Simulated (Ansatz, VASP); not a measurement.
Two plane-wave programs on Mo2PbAu2

The input INCAR:

```
ALGO     = Normal         # electronic algorithm
EDIFF    = 1E-7           # SCF threshold, eV
ENCUT    = 520            # plane-wave cutoff, eV
ISIF     = 2              # what is computed and relaxed
ISMEAR   = -1             # smearing method
LASPH    = True           # aspherical terms in the spheres
LCHARG   = False          # write CHGCAR
LREAL    = False          # projectors in reciprocal space
LWAVE    = False          # write WAVECAR
NBANDS   = 75             # bands
NELM     = 100            # most SCF steps
PREC     = Accurate       # precision mode
SIGMA    = 0.1            # smearing width, eV
```

Contents of KPOINTS:

```
k-points
0
Gamma
  3 3 5
```

File POSCAR:

```
Mo2PbAu2
1.0
    7.3262545100      0.0000000000      0.0000000000
    0.0000000000      7.3262545100      0.0000000000
    0.0000000000      0.0000000000      3.6245666400
Au Pb Mo
4 2 4
Direct
    0.3767000000      0.8767000000      0.0000000000
    0.1233000000      0.3767000000      0.0000000000
    0.6233000000      0.1233000000      0.0000000000
    0.8767000000      0.6233000000      0.0000000000
    0.0000000000      0.0000000000      0.0000000000
    0.5000000000      0.5000000000      0.0000000000
    0.1778000000      0.6778000000      0.5000000000
    0.3222000000      0.1778000000      0.5000000000
    0.8222000000      0.3222000000      0.5000000000
    0.6778000000      0.8222000000      0.5000000000
```

Input for Ansatz:

```yaml
crystal:
  lattice:
    - [7.32625451, 0.0, 0.0]
    - [0.0, 7.32625451, 0.0]
    - [0.0, 0.0, 3.62456664]
  atoms:
    - { symbol: Au, position: [0.3767, 0.8767, 0.0] }
    - { symbol: Au, position: [0.1233, 0.3767, 0.0] }
    - { symbol: Au, position: [0.6233, 0.1233, 0.0] }
    - { symbol: Au, position: [0.8767, 0.6233, 0.0] }
    - { symbol: Pb, position: [0.0, 0.0, 0.0] }
    - { symbol: Pb, position: [0.5, 0.5, 0.0] }
    - { symbol: Mo, position: [0.1778, 0.6778, 0.5] }
    - { symbol: Mo, position: [0.3222, 0.1778, 0.5] }
    - { symbol: Mo, position: [0.8222, 0.3222, 0.5] }
    - { symbol: Mo, position: [0.6778, 0.8222, 0.5] }
  symmetry: { tolerance: 0.0003 }
kpoints:
  mp_grid: { grid: [3, 3, 5], shift: [0, 0, 0] }
magnetization:
  spin_polarized: false
scf:
  occupations: { method: fermi_dirac }
  initial_density: { chi_scale: 0.0 }
hamiltonian:
  pseudopotentials: { kind: paw }
  xc: lda
basis:
  ecutwfc: 420
output:
  forces: true
  stress: true
  eigenvalues: true
```

Alike in both runs: task single point; functional LDA; k mesh 3 × 3 × 5; no spin polarisation.

```csv
,VASP,Ansatz
version,VASP 6.6.1,Ansatz 0.2.0
potentials or method,"VASP PAW LDA potentials, release 64 (Au, Pb_d, Mo_sv), cutoff 520 eV",PAW plane waves
occupations,"fermi-dirac, width 0.1 eV",fermi-dirac
valence electrons in the cell,128,160
```

```tsv
	VASP	Ansatz	Ansatz less VASP
gap on the k mesh at the Fermi level (eV)	none	none	-
pressure (GPa)	-9.9	-10.2	-0.33
traceless stress, the component that is largest in VASP (GPa)	-2.38	-2.45	-0.075
rms of the force components (eV/Å)	0.409	0.411	+0.0013
```

LDA's correlation is that of Perdew and Zunger in VASP and of Perdew and Wang (1992) in Ansatz. Atom by atom the forces differ by 0.002 eV/Å (rms over components). A gap of «none» marks a metal or a gap that the smearing closes. VASP's potentials hold 128 valence electrons a cell and Ansatz's 160, so a difference there can come from the potentials and not from the codes.

Spin-orbit coupling is off throughout.
